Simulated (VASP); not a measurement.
Runs of VASP 6.6.1 on SnSe. The cell holds a slab with vacuum, 4 atoms: a = 4.285 Å, b = 4.285 Å, c = 10.991 Å, α = 90.00°, β = 90.00°, γ = 90.00°. 

| k mesh | gap on the mesh (eV) | largest force (eV/Å) |
| --- | --- | --- |
| 2 × 2 × 1 | (a) | 1.09 |
| 4 × 4 × 1 | 1.64 | 0.14 |
| 4 × 4 × 2 | 1.64 | 0.14 |
| 8 × 8 × 4 | 0.97 | 0.09 |
| 6 × 6 × 2 | 1.46 | 0.09 |

Alike in all rows: task single point; level PBEsol; potentials or basis VASP PAW PBE potentials, release 64 (Sn_d, Se); no spin polarisation; cell as given; cutoff (eV) 500; smearing gaussian 0.01 eV.

Q: Fill in the values left out.

A: (a) 1.71.

Caveats: some runs use coarse meshes; the PAW data sets were made with another functional, which shifts forces and pressure a little; spin-orbit coupling is left out, which moves the levels of the heavy elements.

A k mesh can miss the band edges, and the runs leave out spin-orbit coupling on Se, Sn.
